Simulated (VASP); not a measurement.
Input of a VASP 6.6.1 run:

The input INCAR:

```
ALGO = Normal ; EDIFF = 1E-6
ENCUT = 520 ; GGA = PE
ISIF = 2 ; ISMEAR = 1
LASPH = T ; LCHARG = T
LELF = T ; LREAL = F
LVHAR = T ; LWAVE = F
NBANDS = 15 ; NELM = 100
PREC = Accurate ; SIGMA = 0.5
```

File KPOINTS:

```
k-points
0
Gamma
  11 11 11
```

The input POSCAR:

```
TaN
1.0
    0.0000000000      2.1790000000      2.1790000000
    2.1790000000      0.0000000000      2.1790000000
    2.1790000000      2.1790000000      0.0000000000
Ta N
1 1
Direct
    0.5000000000      0.5000000000      0.5000000000
    0.0000000000      0.0000000000      0.0000000000
```

Potentials or basis: VASP PAW PBE potentials, release 64 (Ta_pv, N).

Launch:

```console
$ cat potpaw_PBE.64/Ta_pv/POTCAR potpaw_PBE.64/N/POTCAR > POTCAR
$ mpirun -np 1 vasp_std > vasp.out
```

Predict the pressure.

15.6 GPa.

Predict the band gap on the k mesh.

zero (band 8 reaches 11.61 eV, above the bottom of band 9 at 7.68 eV).

Caveat: spin-orbit coupling is left out, which moves the levels of the heavy elements.
